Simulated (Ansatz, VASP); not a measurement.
# CaBe2O3 in VASP and in Ansatz

```
Ca Be O
1.0
     3.59534    0.00000    0.00000
    -1.79767    3.11366    0.00000
     0.00000    0.00000    7.58213
Ca Be O
1 2 3
Direct
  0.66667 0.33333 0.00000
  0.33333 0.66667 0.37362
  0.33333 0.66667 0.62638
  0.66667 0.33333 0.50000
  0.00000 0.00000 0.00000
  0.00000 0.00000 0.50000
```

Change from the starting cell: species swapped into the Ce2Si3Ni type (P-6m2, No. 187).

Alike in both runs: functional PBE; k mesh 6 × 6 × 4; occupations gaussian, width 0.1 eV; no spin polarisation.

Ansatz relaxed the structure, and its values are those at the end. VASP's run is a single point on that final structure, the one shown.

|  | VASP | Ansatz |
| --- | --- | --- |
| version | VASP 6.6.1 | Ansatz 0.2.0 |
| potentials or method | VASP PAW PBE potentials, release 64 (Ca_sv, Be, O), cutoff 520 eV | scalar-relativistic, plane waves, PAW |
| valence electrons in the cell | 32 | 32 |

```csv
,VASP,Ansatz,Ansatz less VASP
gap on the k mesh at the Fermi level (eV),none,none,-
pressure (GPa),0.3,0.1,-0.22
rms of the force components (eV/Å),0.009,0.007,-0.0025
```

A gap of «none» marks a metal or a gap that the smearing closes.
